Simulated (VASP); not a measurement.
A run of VASP 6.6.1 is set up as follows.

File INCAR:

```
ALGO = Normal
EDIFF = 1E-6
ENCUT = 520
GGA = RP
ISIF = 2
ISMEAR = -1
LASPH = T
LCHARG = F
LREAL = F
LWAVE = F
NBANDS = 12
NELM = 80
PREC = Accurate
SIGMA = 0.1
```

The input KPOINTS:

```
k-points
0
Gamma
  11 11 11
```

The input POSCAR:

```
P
1.0
    0.0000000000      2.8070384501      2.8070384501
    2.8070384501      0.0000000000      2.8070384501
    2.8070384501      2.8070384501      0.0000000000
P
2
Direct
    0.1250000000      0.1250000000      0.1250000000
    0.8750000000      0.8750000000      0.8750000000
```

Potentials or basis: VASP PAW PBE potentials, release 64 (P).

Command:

```console
$ cat potpaw_PBE.64/P/POTCAR > POTCAR
$ mpirun -np 1 vasp_std > vasp.out
```

Task: Estimate the pressure.

Result: -1.7 GPa.

Task: What does it give for the band gap on the k mesh?

Result: Zero (band 5 reaches 5.97 eV, above the bottom of band 6 at 4.49 eV).

Caveat: the PAW data sets were made with another functional, which shifts forces and pressure a little.
